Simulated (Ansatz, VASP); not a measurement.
## One calculation of Te, two programs

```
Te
1.0
     4.84372    0.00000    0.00000
    -2.42186    4.19478    0.00000
     0.00000    0.00000    2.91458
Te
3
Direct
  0.00000 0.00000 0.00000
  0.33333 0.66667 0.50000
  0.66667 0.33333 0.50000
```

Change from the starting cell: volume scaled by 0.68, LAPW.

Alike in both runs: task single point; functional PBE; k mesh 7 × 7 × 9; occupations fermi-dirac, width 0.1 eV; no spin polarisation.

```csv
,VASP,Ansatz
version,VASP 6.6.1,Ansatz 0.2.0
potentials or method,"VASP PAW PBE potentials, release 64 (Te), cutoff 520 eV","all-electron LAPW, scalar-relativistic"
```

|  | VASP | Ansatz | Ansatz less VASP |
| --- | --- | --- | --- |
| pressure (GPa) | 50.8 | 50.8 | -0.05 |
| traceless stress, the component that is largest in VASP (GPa) | -0.22 | -0.22 | -0.005 |

Both programs put the cell under a high pressure, so it lies far from rest at this level. Ansatz ran all-electron here, and VASP with PAW potentials.

Spin-orbit coupling is off throughout.
